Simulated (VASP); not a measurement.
## BiSe2: single point with r2SCAN

The system is BiSe2.

```
Bi Se
1.0
     6.53321    0.00000    0.00000
     0.00000    6.53321    0.00000
     0.00000    0.00000    4.20804
Bi Se
2 4
Direct
  0.00000 0.00000 0.00000
  0.50000 0.50000 0.50000
  0.30600 0.30600 0.00000
  0.19400 0.80600 0.50000
  0.69400 0.69400 0.00000
  0.80600 0.19400 0.50000
```

```yaml
Program: VASP 6.6.1
Task: single point
Functional: r2SCAN
Potentials_or_basis: VASP PAW PBE potentials, release 64 (Bi_d, Se)
Cutoff: 520 eV
k_mesh: 4 × 4 × 4
Occupations: gaussian, width 0.1 eV
Spin: no spin polarisation
Dipole_correction: no
Further_INCAR_settings: ALGO = Normal; EDIFF = 1e-06; NBANDS = 36
```

| Quantity | Value |
| --- | --- |
| Pressure | 4.0 GPa |
| Largest force | 0.339 eV/Å |
| Band gap on the k mesh | zero (bands 27 and 28 overlap by 1.29 eV) |

Forces in eV/Å, atoms in the order of the input:
```
Bi   0.000  0.000  0.000
Bi   0.000  0.000  0.000
Se  -0.240 -0.240  0.000
Se   0.240 -0.240  0.000
Se   0.240  0.240  0.000
Se  -0.240  0.240  0.000
```

Stress tensor (GPa, compression positive):
```
2.90 0.00 0.00
0.00 2.90 0.00
0.00 0.00 6.10
```

Levels at points of the mesh, in eV from the Fermi level:
```
           k point  band 23  band 24  band 25  band 26  band 27  band 28  band 29  band 30  band 31  band 32
(0.00, 0.00, 0.00)    -1.01    -1.01    -0.31    -0.31    -0.09     0.42     1.71     1.71     2.95     5.13
(0.50, 0.00, 0.00)    -0.90    -0.90    -0.85    -0.85    -0.13    -0.13     2.54     2.54     3.65     3.65
(0.50, 0.50, 0.00)    -1.08    -1.08    -0.75    -0.75    -0.67    -0.67     2.83     2.83     4.33     4.33
(0.00, 0.00, 0.50)    -1.18    -1.18    -1.08    -1.08    -0.08    -0.08     4.54     4.54     5.65     5.65
(0.50, 0.00, 0.50)    -0.67    -0.67    -0.60    -0.60     0.61     0.61     1.66     1.66     5.09     5.09
(0.50, 0.50, 0.50)    -0.81    -0.81    -0.52    -0.52    -0.36    -0.36     4.33     4.33     4.48     4.48
```

It took 3.7 min on 1 thread of Intel(R) Xeon(R) Platinum 8488C (Sapphire Rapids), on a shared host, peak memory 0.35 GiB.

Caveat: the k points lie up to 0.37 Å⁻¹ apart, too coarse for converged energies and pressures of a metal; the PAW data sets were made with another functional, which shifts forces and pressure a little; spin-orbit coupling is left out, which moves the levels of the heavy elements.
